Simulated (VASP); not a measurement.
A run of VASP 6.6.1:

File INCAR:

```
SYSTEM = Sb
ALGO = Normal ; EDIFF = 1E-8
ENCUT = 520 ; GGA = PS
ISIF = 2 ; ISMEAR = -1
LASPH = .TRUE. ; LCHARG = .FALSE.
LEFG = .TRUE. ; LREAL = .FALSE.
LWAVE = .FALSE. ; NBANDS = 8
NELM = 80 ; PREC = Accurate
SIGMA = 0.05
```

The input KPOINTS:

```
k-points
0
G
  12 12 12
  0 0 0
```

File POSCAR:

```
Sb
1.0
    3.0833436100      0.0000000000      0.0000000000
    0.0000000000      3.0833436100      0.0000000000
    0.0000000000      0.0000000000      3.0833436100
Sb
1
Direct
    0.0000000000      0.0000000000      0.0000000000
```

Potentials or basis: VASP PAW PBE potentials, release 64 (Sb).

The run is started by

```console
$ cat potpaw_PBE.64/Sb/POTCAR > POTCAR
$ mpirun -np 1 vasp_std > vasp.out
```

Hardware: 1 thread of Intel Xeon 6975P-C (shared host).

Task: How long does it take, and how much memory?

Result: Run time: 12 s on 1 thread of Intel Xeon 6975P-C, with other jobs on the host, peak memory 0.15 GiB. Counts: scf iterations 13, k points 84.
